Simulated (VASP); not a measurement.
# Ti (P6_3/mmc) in VASP: further runs

Ti is run at these levels: PBEsol, r2SCAN; tasks: single point, relaxation of cell and atoms.

All numbers are computed with VASP 6.6.1; they aren't measurements. Logs are shortened: lines on timing, memory, paths and dates and some standing lists are left out, and cuts for length are marked.

**1. The cell of the first run**

Symmetry: P6_3/mmc, No. 194, hexagonal system. Conventional cell: a = 2.927 Å, b = 2.927 Å, c = 4.753 Å, α = 90.00°, β = 90.00°, γ = 120.00°. Ti (site symmetry -6m2) has 12 Ti at 2.92 to 2.93 Å within 3.8 Å.

**2. Single point, PBEsol**

INCAR reads:

```
SYSTEM = Ti
PREC     = Accurate       ! precision mode
ENCUT    = 520            ! plane-wave cutoff, eV
EDIFF    = 1E-6           ! SCF threshold, eV
ISMEAR   = 0              ! smearing method
SIGMA    = 0.1            ! smearing width, eV
LREAL    = .FALSE.        ! projectors in reciprocal space
LASPH    = .TRUE.         ! aspherical terms in the spheres
NELM     = 60             ! most SCF steps
ALGO     = Normal         ! electronic algorithm
ISIF     = 2              ! what is computed and relaxed
LWAVE    = .FALSE.        ! write WAVECAR
LCHARG   = .TRUE.         ! write CHGCAR
GGA      = PS             ! functional
LELF     = .TRUE.         ! ELF
LVHAR    = .TRUE.       
NBANDS   = 19             ! bands
```

KPOINTS reads:

```
regular mesh
0
G
  9 9 4
  0 0 0
```

POSCAR reads:

```
Ti
1.0
    2.9273803800      0.0000000000      0.0000000000
   -1.4636901900      2.5351857700      0.0000000000
    0.0000000000      0.0000000000      4.7526033600
Ti
2
Direct
    0.3333333300      0.6666666700      0.2500000000
    0.6666666700      0.3333333300      0.7500000000
```

Potentials or basis: VASP PAW PBE potentials, release 64 (Ti_sv).

Started as:

```console
> cat potpaw_PBE.64/Ti_sv/POTCAR > POTCAR
> mpirun -np 1 vasp_std > vasp.out
```

OUTCAR:

```text
SYSTEM = Ti
   PREC = Accurate
   ENCUT = 520
   EDIFF = 1E-6
   ISMEAR = 0
   LREAL = .FALSE.
   LASPH = .TRUE.
   NELM = 60
   ISIF = 2
   GGA = PS

 ion  position               nearest neighbor table
   1  0.333  0.667  0.250-   2 2.92   2 2.92   2 2.92   2 2.92   2 2.92   2 2.92
   2  0.667  0.333  0.750-   1 2.92   1 2.92   1 2.92   1 2.92   1 2.92   1 2.92

  LATTYP: Found a hexagonal cell.
 ALAT       =     2.9273803800
 C/A-ratio  =     1.6235004485

  Lattice vectors:

 A1 = (   2.9273803800,   0.0000000000,   0.0000000000)
 A2 = (  -1.4636901900,   2.5351857700,   0.0000000000)
 A3 = (   0.0000000000,   0.0000000000,   4.7526033600)

Analysis of symmetry for initial positions (statically):
=====================================================================
 Subroutine PRICEL returns:
 Original cell was already a primitive cell.

 Routine SETGRP: Setting up the symmetry group for a
 hexagonal supercell.

 Subroutine GETGRP returns: Found 24 space group operations
 (whereof 12 operations were pure point group operations)
 out of a pool of 24 trial point group operations.

The static configuration has the point symmetry D_3d.
 The point group associated with its full space group is D_6h.

Analysis of symmetry for dynamics (positions and initial velocities):
=====================================================================
 Subroutine PRICEL returns:
 Original cell was already a primitive cell.

 Routine SETGRP: Setting up the symmetry group for a
 hexagonal supercell.

 Subroutine GETGRP returns: Found 24 space group operations
 (whereof 12 operations were pure point group operations)
 out of a pool of 24 trial point group operations.

The dynamic configuration has the point symmetry D_3d.
 The point group associated with its full space group is D_6h.

 Subroutine INISYM returns: Found 24 space group operations
 (whereof 12 operations are pure point group operations),
 and found     1 'primitive' translations

----------------------------------------------------------------------------------------

                                     Primitive cell

  volume of cell :      35.2712

  direct lattice vectors                    reciprocal lattice vectors
     2.927380380  0.000000000  0.000000000     0.341602344  0.197224206  0.000000000
    -1.463690190  2.535185770  0.000000000     0.000000000  0.394448412  0.000000000
     0.000000000  0.000000000  4.752603360     0.000000000  0.000000000  0.210410995

  length of vectors
     2.927380380  2.927380375  4.752603360     0.394448411  0.394448412  0.210410995

  position of ions in fractional coordinates (direct lattice)
     0.333333330  0.666666670  0.250000000
     0.666666670  0.333333330  0.750000000

  ion indices of the primitive-cell ions
   primitive index   ion index
                 1           1
                 2           2

----------------------------------------------------------------------------------------

 KPOINTS: regular mesh

Automatic generation of k-mesh.
 Grid dimensions read from file:
 generate k-points for:    9    9    4

 Generating k-lattice:

  Cartesian coordinates                     Fractional coordinates (reciprocal lattice)
     0.037955816  0.021913801  0.000000000     0.111111111  0.000000000  0.000000000
     0.000000000  0.043827601  0.000000000     0.000000000  0.111111111  0.000000000
     0.000000000  0.000000000  0.052602749     0.000000000  0.000000000  0.250000000

  Length of vectors
     0.043827601  0.043827601  0.052602749

  Shift w.r.t. Gamma in fractional coordinates (k-lattice)
     0.000000000  0.000000000  0.000000000

 Subroutine IBZKPT returns following result:
 ===========================================

 Found     36 irreducible k-points:

 Following reciprocal coordinates:
            Coordinates               Weight
  0.000000  0.000000  0.000000      1.000000
  0.111111  0.000000  0.000000      6.000000
  0.222222  0.000000  0.000000      6.000000
  0.333333 -0.000000  0.000000      6.000000
  0.444444  0.000000  0.000000      6.000000
  0.111111  0.111111  0.000000      6.000000
[... 16 lines left out ...]
  0.333333  0.222222  0.250000     24.000000
  0.333333  0.333333  0.250000      4.000000
 [... further k-points ...]
   k-points           NKPTS =     36   k-points in BZ     NKDIM =     36   number of bands    NBANDS=     19
   number of dos      NEDOS =    301   number of ions     NIONS =      2
   total plane-waves  NPLWV =  20736
   dimension x,y,z NGX =    24 NGY =   24 NGZ =   36
   dimension x,y,z NGXF=    48 NGYF=   48 NGZF=   72
   ions per type =               2
   NGX,Y,Z   is equivalent  to a cutoff of  13.63, 13.63, 12.59 a.u.
   NGXF,Y,Z  is equivalent  to a cutoff of  27.26, 27.26, 25.19 a.u.
 SYSTEM =  Ti
   PREC   = accura    normal or accurate (medium, high low for compatibility)
   ISTART =      0    job   : 0-new  1-cont  2-samecut
   ICHARG =      2    charge: 1-file 2-atom 10-const
   ISPIN  =      1    spin polarized calculation?
   LNONCOLLINEAR =      F non collinear calculations
   LSORBIT =      F    spin-orbit coupling
   LASPH  =      T    aspherical Exc in radial PAW
   ENCUT  =  520.0 eV  38.22 Ry    6.18 a.u.   5.44  5.44  8.84*2*pi/ulx,y,z
   NELM   =     60;   NELMIN=  2; NELMDL= -5     # of ELM steps
   EDIFF  = 0.1E-05   stopping-criterion for ELM
   LREAL  =      F    real-space projection
   EDIFFG = 0.1E-04   stopping-criterion for IOM
   NSW    =      0    number of steps for IOM
   IBRION =     -1    ionic relax: 0-MD 1-quasi-New 2-CG
   NFREE  =      0    steps in history (QN), initial steepest desc. (CG)
   ISIF   =      2    stress and relaxation
   ISYM   =      2    0-nonsym 1-usesym 2-fastsym
   POTIM  = 0.5000    time-step for ionic-motion
   TEBEG  =    0.0;   TEEND  =   0.0 temperature during run
   PSTRESS=    0.0 pullay stress
   NELECT =      24.0000    total number of electrons
   NUPDOWN=      -1.0000    fix difference up-down
   EMIN   =  10.00;   EMAX   =-10.00  energy-range for DOS
   EFERMI =   0.00;   METHOD = LEGACY
   ISMEAR =     0;   SIGMA  =   0.10  broadening in eV -4-tet -1-fermi 0-gaus
   EFERMI_NEDOS =   21; number of points for ismear=-14 and -15
   IALGO  =     38    algorithm
   IMIX   =      4    mixing-type and parameters
     AMIX     =   0.40;   BMIX     =  1.00
     AMIX_MAG =   1.60;   BMIX_MAG =  1.00
  volume/ion in A,a.u.               =      17.64       119.01
  Fermi-wavevector in a.u.,A,eV,Ry     =   1.439920  2.721055 28.209912  2.073370
  Thomas-Fermi vector in A             =   2.558722
   LORBIT       =      0    0 simple, 1 ext, 2 COOP (PROOUT), +10 PAW based schemes
   GGA     = PS    functional components
   LHFCALC =     F    Hartree Fock is set to
   AEXX    =    0.0000 exact exchange contribution
   IVDW    =     0    specifies the selected vdW correction
   LEPSILON=     F    determine dielectric tensor
   LRPA    =     F    only Hartree local field effects (RPA)
 non-spin polarized calculation
 Gauss-broadening in eV      SIGMA  =   0.10
  energy-cutoff  :      520.00
  volume of cell :       35.27
 maximum number of plane-waves:       977
 NGX is ok and might be reduce to    24
   NGX = 11   NGY = 11   NGZ = 17

 number of electron      23.9999992 magnetization

 Free energy of the ion-electron system (eV)
  ---------------------------------------------------
  ext. energy  EPLUGINS =         0.00000000
  ---------------------------------------------------
  free energy    TOTEN  =       -16.64727511 eV

  energy without entropy =      -16.63634551  energy(sigma->0) =      -16.64181031

 E-fermi :   8.0179     XC(G=0): -11.5622

 val. band max:        8.0078797616   @ k =   0.1111   0.1111   0.2500
 cond. band min:       8.0318385092   @ k =   0.2222   0.2222   0.5000
 fundamental gap:      0.0239587476
 Fermi energy:         8.0179345642

 k-point     1 :       0.0000    0.0000    0.0000
  band No.  band energies     occupation
      1     -48.5973      2.00000
      2     -48.4778      2.00000
      3     -25.2536      2.00000
      4     -24.6332      2.00000
      5     -24.6332      2.00000
      6     -24.6037      2.00000
[... 11 lines left out ...]
     18       9.7590      0.00000
     19      11.1583      0.00000

 k-point     2 :       0.1111    0.0000    0.0000
  band No.  band energies     occupation
      1     -48.5854      2.00000
      2     -48.4722      2.00000
      3     -25.2278      2.00000
      4     -24.6899      2.00000
      5     -24.6511      2.00000
      6     -24.6132      2.00000
[... 11 lines left out ...]
     18       9.5811      0.00000
     19      11.2426      0.00000

 k-point     3 :       0.2222    0.0000    0.0000
  band No.  band energies     occupation
      1     -48.5541      2.00000
      2     -48.4591      2.00000
      3     -25.1575      2.00000
      4     -24.8348      2.00000
      5     -24.7491      2.00000
      6     -24.6945      2.00000
[... 11 lines left out ...]
     18      10.1037      0.00000
     19      11.3804      0.00000

 k-point     4 :       0.3333   -0.0000    0.0000
  band No.  band energies     occupation
      1     -48.5155      2.00000
      2     -48.4468      2.00000
      3     -25.0620      2.00000
      4     -25.0009      2.00000
      5     -24.9046      2.00000
      6     -24.7416      2.00000
[... 407 lines left out ...]
     18      11.4219      0.00000
     19      11.9895      0.00000

 k-point    23 :       0.3333    0.2222    0.2500
  band No.  band energies     occupation
      1     -48.4667      2.00000
      2     -48.4477      2.00000
      3     -25.0916      2.00000
      4     -25.0407      2.00000
      5     -24.9105      2.00000
      6     -24.8177      2.00000
[... 11 lines left out ...]
     18      11.4923      0.00000
     19      13.0457      0.00000

 k-point    24 :       0.3333    0.3333    0.2500
  band No.  band energies     occupation
      1     -48.4527      2.00000
      2     -48.4527      2.00000
      3     -25.0255      2.00000
      4     -25.0255      2.00000
      5     -24.9939      2.00000
      6     -24.8528      2.00000
[... 11 lines left out ...]
     18      11.1185      0.00000
     19      14.5792      0.00000

 [... further k-points ...]

------------------------ aborting loop because EDIFF is reached ----------------------------------------

  FORCE on cell =-STRESS in cart. coord.  units (eV):
  Direction    XX          YY          ZZ          XY          YZ          ZX
  --------------------------------------------------------------------------------------
  -------------------------------------------------------------------------------------
  Total       -1.0615623     -1.0615623     -1.8733601     -0.0000000      0.0000000      0.0000000
  in kB      -48.2209284    -48.2209282    -85.0964287     -0.0000000      0.0000000      0.0000000
  external PRESSURE =     -60.5127617 kB  Pullay stress =       0.0000000 kB

 VOLUME and BASIS-vectors are now :
 -----------------------------------------------------------------------------
  energy-cutoff  :      520.00
  volume of cell :       35.27
      direct lattice vectors                 reciprocal lattice vectors
     2.927380380  0.000000000  0.000000000     0.341602344  0.197224206  0.000000000
    -1.463690190  2.535185770  0.000000000     0.000000000  0.394448412  0.000000000
     0.000000000  0.000000000  4.752603360     0.000000000  0.000000000  0.210410995

 POSITION                                       TOTAL-FORCE (eV/Angst)
 -----------------------------------------------------------------------------------
     -0.00000      1.69012      1.18815        -0.000000      0.000000      0.000000
      1.46369      0.84506      3.56445         0.000000     -0.000000      0.000000
 -----------------------------------------------------------------------------------
    total drift:                               -0.000009      0.000005     -0.000000

  FREE ENERGIE OF THE ION-ELECTRON SYSTEM (eV)
  ---------------------------------------------------
  free  energy   TOTEN  =       -16.6472751054 eV

  energy  without entropy=      -16.6363455130  energy(sigma->0) =      -16.64181031
```

Wall time 28 s (1 thread of Intel Xeon 8259CL, shared host); peak memory 0.16 GiB.

What came out:

- Free energy: -16.6473 eV
- Pressure: -6.1 GPa
- Band gap on the k mesh: zero (bands 12 and 13 overlap by 0.94 eV)

Stress tensor (GPa, compression positive):
```
-4.82  0.00  0.00
 0.00 -4.82  0.00
 0.00  0.00 -8.51
```

Levels at points of the mesh, in eV from the Fermi level:
```csv
k point,band 10,band 11,band 12,band 13,band 14,band 15
"(0.00, 0.00, 0.00)",-2.65,0.55,0.76,0.82,0.82,1.27
"(0.00, 0.00, 0.50)",-4.36,0.02,0.02,0.76,0.76,0.76
```

Caveat: the cell stands under tension; the PAW data sets were made with another functional, which shifts forces and pressure a little.

**3. Single point, PBEsol**

This run uses another cell than the first one, of 16.73 Å³/atom.

INCAR reads:

```
SYSTEM = Ti
  PREC = Accurate
  ENCUT = 520
  EDIFF = 1E-6
  ISMEAR = 0
  SIGMA = 0.1
  LREAL = .False.
  LASPH = .True.
  NELM = 80
  ALGO = Fast
  ISIF = 2
  LWAVE = .False.
  LCHARG = .False.
  GGA = PS
  NBANDS = 19
```

KPOINTS reads:

```
regular mesh
0
Gamma
  18 18 10
  0 0 0
```

POSCAR reads:

```
Ti
1.0
    2.9007969572      0.0000000000      0.0000000000
   -1.4503984786      2.5121638561      0.0000000000
    0.0000000000      0.0000000000      4.5904427232
Ti
2
Direct
    0.3333333333      0.6666666667      0.2500000000
    0.6666666667      0.3333333333      0.7500000000
```

Potentials or basis: VASP PAW PBE potentials, release 64 (Ti_sv).

Started as:

```console
> cat potpaw_PBE.64/Ti_sv/POTCAR > POTCAR
> mpirun -np 1 vasp_std > vasp.out
```

Wall time 9.3 min (1 thread of Intel Xeon 8259CL, shared host); peak memory 0.24 GiB.

The run converged. Its results:

- Free energy: -16.6840 eV
- Pressure: -0.3 GPa
- Band gap on the k mesh: zero (bands 12 and 13 overlap by 1.11 eV)

Levels at points of the mesh, in eV from the Fermi level:
```csv
k point,band 9,band 10,band 11,band 12,band 13,band 14,band 15,band 16
"(0.00, 0.00, 0.00)",-6.31,-2.80,0.78,0.78,0.89,0.92,1.31,1.31
"(0.50, 0.00, 0.00)",-2.41,-2.28,-1.96,-0.59,0.46,0.65,1.23,3.51
"(0.00, 0.00, 0.50)",-4.39,-4.39,0.08,0.08,0.68,0.68,0.68,0.68
"(0.50, 0.00, 0.50)",-2.66,-2.66,-0.87,-0.87,1.43,1.43,1.79,1.79
```

Caveat: the PAW data sets were made with another functional, which shifts forces and pressure a little.

**4. Single point, r2SCAN**

This run uses another cell than the first one, of 16.73 Å³/atom.

POSCAR is that of step 3.

INCAR.step1 reads:

```
PREC = Accurate ; ENCUT = 520
ISMEAR = 0 ; SIGMA = 0.1
LREAL = F ; LASPH = T
NELM = 60 ; NBANDS = 19
GGA = PE ; ALGO = Normal
EDIFF = 1E-4 ; LWAVE = T
LCHARG = F
```

INCAR.step2 reads:

```
PREC = Accurate ; ENCUT = 520
EDIFF = 1E-7 ; ISMEAR = 0
SIGMA = 0.1 ; LREAL = F
LASPH = T ; NELM = 60
ALGO = Normal ; ISIF = 2
LWAVE = F ; LCHARG = F
METAGGA = R2SCAN ; LMIXTAU = T
NBANDS = 19 ; ISTART = 1
```

KPOINTS reads:

```
Automatic mesh
0
Gamma
  18 18 10
```

Started as:

```console
> cat potpaw_PBE.64/Ti_sv/POTCAR > POTCAR
> cp INCAR.step1 INCAR
> mpirun -np 1 vasp_std > vasp.out
> cp INCAR.step2 INCAR
> mpirun -np 1 vasp_std > vasp.out
```

Wall time 14 min (1 thread of Intel Xeon 8259CL, shared host); peak memory 0.25 GiB.

Results (log left out):

```yaml
Free_energy: -25.8871 eV
Pressure: 4.6 GPa
Band_gap_on_the_k_mesh: zero (bands 12 and 13 overlap by 1.27 eV)
```

Stress tensor (GPa, compression positive):
```
4.72 0.00 0.00
0.00 4.72 0.00
0.00 0.00 4.40
```

Levels at points of the mesh, in eV from the Fermi level:
```
           k point  band 8  band 9  band 10  band 11  band 12  band 13  band 14  band 15  band 16  band 17
(0.00, 0.00, 0.00)  -33.92   -6.71    -2.97     0.67     0.88     0.88     1.00     1.44     1.44     1.88
(0.50, 0.00, 0.00)  -34.01   -2.58    -2.41    -2.05    -0.81     0.61     0.73     1.32     3.70     3.95
(0.00, 0.00, 0.50)  -33.98   -4.72    -4.72     0.05     0.05     0.79     0.79     0.79     0.79     3.16
(0.50, 0.00, 0.50)  -34.11   -2.80    -2.80    -0.93    -0.93     1.34     1.34     1.97     1.97     3.85
```

Caveat: the cell stands under pressure; the PAW data sets were made with another functional, which shifts forces and pressure a little.

(Continued in part 2 of 2.)
